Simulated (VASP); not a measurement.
# GaN (P6_3mc) in VASP: vibrations by perturbation theory with PBEsol

Aim: the vibrations by perturbation theory of GaN with PBEsol.

Program: VASP 6.6.1. These are calculated values, not measurements. Logs are shortened: lines on timing, memory, paths and dates and some standing lists are left out, and cuts for length are marked.

### Step 1. The cell of the first run

Symmetry: P6_3mc, No. 186, hexagonal system. The conventional cell has a = 3.156 Å, b = 3.156 Å, c = 5.143 Å, α = 90.00°, β = 90.00°, γ = 120.00°. Ga (site symmetry 3m) has 4 N at 1.93 to 1.94 Å within 2.6 Å. N (site symmetry 3m) has 4 Ga at 1.93 to 1.94 Å within 2.6 Å.

### Step 2. Vibrations by perturbation theory, PBEsol

INCAR

```
SYSTEM = GaN
ALGO     = Normal         ! electronic algorithm
EDIFF    = 1E-8           ! SCF threshold, eV
ENCUT    = 520            ! plane-wave cutoff, eV
GGA      = PS             ! functional
IBRION   = 8              ! ionic algorithm
ISIF     = 2              ! what is computed and relaxed
ISMEAR   = 0              ! smearing method
LASPH    = .TRUE.         ! aspherical terms in the spheres
LCHARG   = .FALSE.        ! write CHGCAR
LEPSILON = .TRUE.         ! dielectric tensor by DFPT
LREAL    = .FALSE.        ! projectors in reciprocal space
LWAVE    = .FALSE.        ! write WAVECAR
NBANDS   = 26             ! bands
NELM     = 100            ! most SCF steps
NSW      = 1              ! ionic steps
PREC     = Accurate       ! precision mode
SIGMA    = 0.01           ! smearing width, eV
```

KPOINTS

```
k-points
0
G
  12 12 6
  0 0 0
```

POSCAR

```
GaN
1.0
    3.1559930880      0.0000000000      0.0000000000
   -1.5779965440      2.7331701884      0.0000000000
    0.0000000000      0.0000000000      5.1425800725
Ga N
2 2
Direct
    0.3333333333      0.6666666667     -0.0007585809
    0.6666666667      0.3333333333      0.4992414191
    0.3333333333      0.6666666667      0.3757585809
    0.6666666667      0.3333333333      0.8757585809
```

Potentials or basis: VASP PAW PBE potentials, release 64 (Ga_d, N).

The run is started by

```console
$ cat potpaw_PBE.64/Ga_d/POTCAR potpaw_PBE.64/N/POTCAR > POTCAR
$ mpirun -np 1 vasp_std > vasp.out
```

OUTCAR:

```text
SYSTEM = GaN
   EDIFF = 1E-8
   ENCUT = 520
   GGA = PS
   IBRION = 8
   ISIF = 2
   ISMEAR = 0
   LASPH = .TRUE.
   LEPSILON = .TRUE.
   LREAL = .FALSE.
   NELM = 100
   NSW = 1
   PREC = Accurate

 ion  position               nearest neighbor table
   1  0.333  0.667  0.999-   4 1.93   4 1.93   4 1.93   3 1.94
   2  0.667  0.333  0.499-   3 1.93   3 1.93   3 1.93   4 1.94
   3  0.333  0.667  0.376-   2 1.93   2 1.93   2 1.93   1 1.94
   4  0.667  0.333  0.876-   1 1.93   1 1.93   1 1.93   2 1.94

  LATTYP: Found a hexagonal cell.
 ALAT       =     3.1559930880
 C/A-ratio  =     1.6294649352

  Lattice vectors:

 A1 = (   3.1559930880,   0.0000000000,   0.0000000000)
 A2 = (  -1.5779965440,   2.7331701884,   0.0000000000)
 A3 = (   0.0000000000,   0.0000000000,   5.1425800725)

Analysis of symmetry for initial positions (statically):
=====================================================================
 Subroutine PRICEL returns:
 Original cell was already a primitive cell.

 Routine SETGRP: Setting up the symmetry group for a
 hexagonal supercell.

 Subroutine GETGRP returns: Found 12 space group operations
 (whereof  6 operations were pure point group operations)
 out of a pool of 24 trial point group operations.

The static configuration has the point symmetry C_3v.
 The point group associated with its full space group is C_6v.

Analysis of symmetry for dynamics (positions and initial velocities):
=====================================================================
 Subroutine PRICEL returns:
 Original cell was already a primitive cell.

 Routine SETGRP: Setting up the symmetry group for a
 hexagonal supercell.

 Subroutine GETGRP returns: Found 12 space group operations
[... 971 lines left out ...]
 ---------------------------------------------------------------------------------
 ion    1
    1     2.58945     0.00000    -0.00000
    2     0.00000     2.58945     0.00000
    3     0.00000     0.00000     2.72823
 ion    2
    1     2.58945    -0.00000     0.00000
    2     0.00000     2.58945     0.00000
    3     0.00000    -0.00000     2.72823
 ion    3
    1    -2.58945     0.00000     0.00000
    2     0.00000    -2.58945     0.00000
    3     0.00000    -0.00000    -2.72823
 ion    4
    1    -2.58945     0.00000     0.00000
    2     0.00000    -2.58945     0.00000
    3     0.00000     0.00000    -2.72823

 INTERNAL STRAIN TENSOR FOR ION    4 for displacements in x,y,z  (eV/Angst):
          X           Y           Z          XY          YZ          ZX
  --------------------------------------------------------------------------------
  x     0.00000     0.00000    -0.00000    10.40336    -0.00000     5.93787
  y    10.40336   -10.40336     0.00000     0.00000     6.23907     0.00000
  z     5.96145     5.96145   -11.30179     0.00000     0.00000     0.00000

 SECOND DERIVATIVES (NOT SYMMETRIZED)
 ------------------------------------
               1X          1Y          1Z          2X          2Y          2Z          3X          3Y          3Z          4X          4Y          4Z
  1X   -14.020833    0.000000    0.000000    0.479989   -0.000000   -0.000000    0.946734    0.000000   -0.000000   12.594110   -0.000000    0.000000
  1Y     0.000000  -14.020833    0.000000   -0.000000    0.479989    0.000000    0.000000    0.946734    0.000000    0.000000   12.594110    0.000000
  1Z     0.000000    0.000000  -21.001434    0.000000    0.000000    8.518734    0.000000    0.000000    7.631349    0.000000    0.000000    4.851351
  2X     0.479989   -0.000000    0.000000  -14.020833    0.000000    0.000000   12.594110    0.000000   -0.000000    0.946734   -0.000000    0.000000
  2Y     0.000000    0.479989   -0.000000    0.000000  -14.020833   -0.000000    0.000000   12.594110   -0.000000    0.000000    0.946734   -0.000000
  2Z    -0.000000    0.000000    8.518734    0.000000    0.000000  -21.001434    0.000000    0.000000    4.851351    0.000000    0.000000    7.631349
  3X     0.934877    0.000000    0.000000   12.583664   -0.000000    0.000000  -14.203216   -0.000000    0.000000    0.684675   -0.000000    0.000000
  3Y     0.000000    0.934877    0.000000    0.000000   12.583664    0.000000   -0.000000  -14.203216    0.000000   -0.000000    0.684675    0.000000
  3Z     0.000000   -0.000000    7.604123    0.000000    0.000000    4.863117    0.000000    0.000000  -18.786891    0.000000    0.000000    6.319650
  4X    12.583664    0.000000    0.000000    0.934877   -0.000000   -0.000000    0.684675    0.000000    0.000000  -14.203216    0.000000    0.000000
  4Y     0.000000   12.583664   -0.000000   -0.000000    0.934877    0.000000    0.000000    0.684675    0.000000   -0.000000  -14.203216   -0.000000
  4Z    -0.000000   -0.000000    4.863117    0.000000    0.000000    7.604123    0.000000    0.000000    6.319650    0.000000   -0.000000  -18.786891

 Eigenvectors and eigenvalues of the dynamical matrix
 ----------------------------------------------------

   1 f  =   20.967700 THz   131.743947 2PiTHz  699.407203 cm-1    86.715402 meV
             X         Y         Z           dx          dy          dz
     -0.000000  1.822113  5.138679     0.000000    0.000000    0.045327
      1.577997  0.911057  2.567389     0.000000    0.000000   -0.045327
     -0.000000  1.822113  1.932369     0.000000    0.000000   -0.705653
      1.577997  0.911057  4.503659    -0.000000   -0.000000    0.705653
[... 71 lines left out ...]
  12 f/i=    0.005181 THz     0.032555 2PiTHz    0.172831 cm-1     0.021428 meV
             X         Y         Z           dx          dy          dz
     -0.000000  1.822113  5.138679     0.282230   -0.580187    0.000000
      1.577997  0.911057  2.567389     0.282230   -0.580187    0.000000
     -0.000000  1.822113  1.932369     0.126576   -0.260206    0.000000
      1.577997  0.911057  4.503659     0.126576   -0.260206    0.000000

--------------------------------------------------------------------------------------------------------

 MACROSCOPIC STATIC DIELECTRIC TENSOR IONIC CONTRIBUTION
 ------------------------------------------------------
           4.043332     0.000000     0.000000
           0.000000     4.043332    -0.000000
           0.000000    -0.000000     4.867810
 ------------------------------------------------------

 ELASTIC MODULI CONTR FROM IONIC RELAXATION (kBar)
 Direction    XX          YY          ZZ          XY          YZ          ZX
 --------------------------------------------------------------------------------
 XX        -733.2593    322.2622    388.8895     -0.0000     -0.0000      0.0000
 YY         322.2622   -733.2593    388.8895      0.0000      0.0000     -0.0000
 ZZ         388.8895    388.8895   -735.9419     -0.0000     -0.0000      0.0000
 XY          -0.0000      0.0000     -0.0000   -527.7607      0.0000      0.0000
 YZ           0.0000      0.0000     -0.0000      0.0000   -179.5734     -0.0000
 ZX           0.0000     -0.0000      0.0000     -0.0000     -0.0000   -193.6390
 --------------------------------------------------------------------------------

 PIEZOELECTRIC TENSOR IONIC CONTR  for field in x, y, z        (C/m^2)
          XX          YY          ZZ          XY          YZ          ZX
  --------------------------------------------------------------------------------
  x     0.00000    -0.00000     0.00000     0.00000    -0.00000    -0.83260
  y    -0.00000     0.00000    -0.00000     0.00000    -0.80179    -0.00000
  z    -0.94112    -0.94112     1.78099     0.00000     0.00000    -0.00000
```

OSZICAR:

```text
N       E                     dE             d eps       ncg     rms          rms(c)
DAV:   1     0.281735079253E+03    0.28174E+03   -0.17654E+04  4304   0.260E+03
DAV:   2     0.650119968004E+01   -0.27523E+03   -0.25992E+03  4304   0.491E+02
DAV:   3    -0.287821090191E+02   -0.35283E+02   -0.34753E+02  4748   0.144E+02
DAV:   4    -0.299625609901E+02   -0.11805E+01   -0.11756E+01  4704   0.282E+01
[... 229 lines left out ...]
RMM:   9    -0.247877407247E+00    0.71539E-06    0.53044E-07  9926   0.694E-04    0.401E-05
RMM:  10    -0.247877308614E+00    0.98633E-07    0.61167E-08 10437   0.273E-04    0.112E-05
RMM:  11    -0.247877333725E+00   -0.25111E-07    0.75654E-08 10749   0.125E-04    0.454E-06
RMM:  12    -0.247877341614E+00   -0.78895E-08    0.25799E-08 10422   0.791E-05    0.156E-06
 Linear response finished
```

stdout:

```text
POSCAR found type information on POSCAR GaN
 POSCAR found :  2 types and       4 ions
 scaLAPACK will be used
 -----------------------------------------------------------------------------
|                                                                             |
[... 106 lines left out ...]
 LRF_COMMUTATOR internal error: the vector H(1)-e(1) S(1) |phi(0)> is not orthog
 onal to |phi(0)> (-1.020193441057665E-004,-5.244069067877888E-015)
 LRF_COMMUTATOR internal error: the vector H(1)-e(1) S(1) |phi(0)> is not orthog
 onal to |phi(0)> (1.478962772290329E-004,5.953570969552402E-015)
 LRF_COMMUTATOR internal error: the vector H(1)-e(1) S(1) |phi(0)> is not orthog
 onal to |phi(0)> (1.334367920187915E-004,1.831867990631508E-015)
 LRF_COMMUTATOR internal error: the vector H(1)-e(1) S(1) |
```

Run time: 21 min. Hardware: 1 thread of Intel Xeon 6975P-C (Granite Rapids), shared host; peak memory 1 GiB.

What came out:

```
Electronic dielectric tensor (diagonal)                 : 5.65, 5.65, 5.84
Born charges (mean of the diagonal)                     : Ga +2.64; N -2.64 e
Highest phonon frequency at Γ, LO-TO splitting left out : 699 cm⁻¹
```

Phonon frequencies in cm⁻¹ (negative: imaginary):
```tsv
q point	frequencies
(0.000, 0.000, 0.000)	0 0 0 136 136 337 539 562 562 572 572 699
```

Electronic dielectric tensor:
```
5.65 0.00 0.00
0.00 5.65 0.00
0.00 0.00 5.84
```

Born effective charge tensors (e):
atom 1, Ga
```
2.59 0.00 0.00
0.00 2.59 0.00
0.00 0.00 2.73
```
atom 2, Ga
```
2.59 0.00 0.00
0.00 2.59 0.00
0.00 0.00 2.73
```
atom 3, N
```
-2.59  0.00  0.00
 0.00 -2.59  0.00
 0.00  0.00 -2.73
```
atom 4, N
```
-2.59  0.00  0.00
 0.00 -2.59  0.00
 0.00  0.00 -2.73
```

Caveat: the cell wasn't relaxed at this level first, which shifts response properties.
